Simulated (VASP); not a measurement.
## NaLaMnMoO6: band structure with PBE

The system is NaLaMnMoO6.

```xyz
10
Lattice="4.7303 -2.7460 -0.0077 4.7303 2.7460 -0.0077 -3.1886 0.0000 4.4866" Properties=species:S:1:pos:R:3 pbc="T T T"
Na   -0.0043    0.0000    3.3352
La    6.2825    0.0000    1.1478
Mn    3.1309    0.0000    2.2329
Mo    0.0075    0.0000    0.0053
O     4.1589    1.3667    1.2745
O     4.1589   -1.3667    1.2745
O     1.7918    0.0000    0.8145
O     4.4759    0.0000    3.6557
O     2.1095    1.3690    3.1944
O     2.1095   -1.3690    3.1944
```

```
Program                : VASP 6.6.1
Task                   : band structure
Functional             : PBE
Potentials or basis    : VASP PAW PBE potentials, release 64 (Na_pv, La, Mn_pv, Mo_sv, O)
Cutoff                 : 520 eV
k mesh                 : 6 × 6 × 6
Occupations            : fermi-dirac, width 0.05 eV
Spin                   : collinear spin, ferromagnetic start
Starting moments       : [0.0, 0.0, 4.0, 1.0, 0.0, 0.0, 0.0, 0.0, 0.0, 0.0] μB
Further INCAR settings : ALGO = Normal; EDIFF = 1e-06
```

```yaml
Pressure: 0.2 GPa
Largest_force: 0.012 eV/Å
Band_gap_along_the_path: zero within the smearing
Net_moment: 2.26 μB per cell
Site_moments: Na +0.00; La -0.01; Mn +2.68; Mo -0.51; O +0.01, +0.02 (each value once) μB
Valence_electrons_inside_the_program's_atomic_spheres: Na 6.02; La 8.49; Mn 11.62; Mo 12.35; O 5.03, 5.02, 5.04 (each value once)
```

Forces in eV/Å, atoms in the order of the input:
```
Na   0.003  0.000 -0.006
La   0.005  0.000 -0.002
Mn   0.002  0.000 -0.003
Mo  -0.009  0.000  0.008
O   -0.002  0.002  0.001
O   -0.002 -0.002  0.001
O    0.005  0.000 -0.008
O    0.004  0.000  0.000
O   -0.003 -0.007  0.003
O   -0.003  0.007  0.003
```

Levels at the corners of the path, in eV from the Fermi level:
Spin up:
```
point  band 39  band 40  band 41  band 42  band 43  band 44  band 45  band 46
    X    -2.00    -1.86    -1.78     0.52     0.56     0.79     0.87     0.92
    Γ    -2.71    -2.51    -2.33    -0.73    -0.51     0.83     0.94     1.09
    Γ    -2.71    -2.51    -2.33    -0.73    -0.51     0.83     0.94     1.09
    Y    -1.95    -1.82    -1.74     0.58     0.67     0.68     0.90     0.92
    L    -2.70    -1.61    -1.49    -0.69     0.20     0.84     1.16     1.19
    Γ    -2.71    -2.51    -2.33    -0.73    -0.51     0.83     0.94     1.09
    Γ    -2.71    -2.51    -2.33    -0.73    -0.51     0.83     0.94     1.09
    Z    -1.98    -1.91    -1.74     0.48     0.68     0.72     0.88     0.89
    N    -2.55    -1.65    -1.57    -0.46     0.25     0.72     0.99     1.29
    Γ    -2.71    -2.51    -2.33    -0.73    -0.51     0.83     0.94     1.09
    Γ    -2.71    -2.51    -2.33    -0.73    -0.51     0.83     0.94     1.09
    M    -2.70    -1.61    -1.49    -0.69     0.20     0.84     1.16     1.19
    R    -1.95    -1.82    -1.74     0.58     0.67     0.68     0.90     0.92
    Γ    -2.71    -2.51    -2.33    -0.73    -0.51     0.83     0.94     1.09
```
Spin down:
| point | band 39 | band 40 | band 41 | band 42 | band 43 | band 44 |
| --- | --- | --- | --- | --- | --- | --- |
| X | 0.08 | 0.12 | 0.43 | 0.62 | 0.64 | 0.70 |
| Γ | -1.05 | -1.04 | -0.94 | 0.84 | 1.05 | 1.46 |
| Γ | -1.05 | -1.04 | -0.94 | 0.84 | 1.05 | 1.46 |
| Y | 0.16 | 0.28 | 0.40 | 0.61 | 0.67 | 0.71 |
| L | -1.02 | 0.49 | 0.62 | 0.78 | 0.97 | 1.15 |
| Γ | -1.05 | -1.04 | -0.94 | 0.84 | 1.05 | 1.46 |
| Γ | -1.05 | -1.04 | -0.94 | 0.84 | 1.05 | 1.46 |
| Z | 0.11 | 0.25 | 0.28 | 0.57 | 0.67 | 0.73 |
| N | -1.08 | 0.48 | 0.52 | 0.93 | 0.95 | 1.32 |
| Γ | -1.05 | -1.04 | -0.94 | 0.84 | 1.05 | 1.46 |
| Γ | -1.05 | -1.04 | -0.94 | 0.84 | 1.05 | 1.46 |
| M | -1.02 | 0.49 | 0.62 | 0.78 | 0.97 | 1.15 |
| R | 0.16 | 0.28 | 0.40 | 0.61 | 0.67 | 0.71 |
| Γ | -1.05 | -1.04 | -0.94 | 0.84 | 1.05 | 1.46 |

It took 19 min on 4 MPI ranks on AMD EPYC 7R13 Processor (Zen 3), on a shared host, peak memory 1.1 GiB a rank.

Caveat: spin-orbit coupling is left out, which moves the levels of the heavy elements; a cell with one magnetic atom can't hold antiferromagnetic order, which such compounds often take; semilocal functionals often make such compounds metallic where correlation or magnetic order opens a gap, which also shifts bond lengths.
